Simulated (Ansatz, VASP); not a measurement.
**TiAl: VASP beside Ansatz**

```
CELL_PARAMETERS angstrom
3.17906 0.00000 0.00000
0.00000 3.17906 0.00000
0.00000 0.00000 3.17906
ATOMIC_POSITIONS crystal
Ti 0.00000 0.00000 0.00000
Al 0.50000 0.50000 0.50000
```

Alike in both runs: functional B3LYP; dispersion D3(BJ); k mesh 6 × 6 × 6; occupations methfessel-paxton of order 1, width 0.025 eV; no spin polarisation.

|  | VASP | Ansatz |
| --- | --- | --- |
| version | VASP 6.6.1 | Ansatz 0.2.0 |
| potentials or method | VASP PAW PBE potentials, release 64 (Ti_sv, Al) | Ansatz PAW polarizable |
| plane-wave cutoff (eV) | 400 | 420 |
| valence electrons in the cell | 15 | 15 |
| task | single point | density of states |

VASP gave:

| Item | Value |
| --- | --- |
| gap on the k mesh at the Fermi level (eV) | none |
| pressure (GPa) | -10.3 |

Q: What did Ansatz give for the same quantities?

A: gap on the k mesh at the Fermi level (eV): none; pressure (GPa): -10.1.

VASP's potentials were made for PBE, not for B3LYP. A gap of «none» marks a metal or a gap that the smearing closes.
